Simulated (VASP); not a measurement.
Here is a VASP 6.6.1 calculation.

The input INCAR:

```
SYSTEM = As
ALGO = Normal
EDIFF = 1E-8
ENCUT = 600
GGA = PE
IBRION = 6
ISIF = 3
ISMEAR = -1
LASPH = .TRUE.
LCHARG = .FALSE.
LREAL = .FALSE.
LWAVE = .FALSE.
NELM = 60
NFREE = 2
NSW = 1
POTIM = 0.015
PREC = Accurate
SIGMA = 0.05
```

KPOINTS

```
k-points
0
G
  7 7 7
  0 0 0
```

The input POSCAR:

```
As
1.0
    2.7036817444      0.0000000000      0.0000000000
    0.0000000000      2.7036817444      0.0000000000
    0.0000000000      0.0000000000      2.7036817444
As
1
Direct
    0.5000000000      0.5000000000      0.5000000000
```

Potentials or basis: VASP PAW PBE potentials, release 64 (As).

Run with:

```bash
$ cat potpaw_PBE.64/As/POTCAR > POTCAR
$ mpirun -np 1 vasp_std > vasp.out
```

Q: Estimate the elastic constants C11, C12, C44.

A: 309, -15, 11 GPa.

Q: Predict the Voigt bulk modulus.

A: 93 GPa.

Clamped-ion elastic tensor (GPa):
```
309 -15 -15   0   0   0
-15 309 -15   0   0   0
-15 -15 309   0   0   0
  0   0   0  11   0   0
  0   0   0   0  11   0
  0   0   0   0   0  11
```

Caveat: the cell is under stress, which shifts elastic constants.
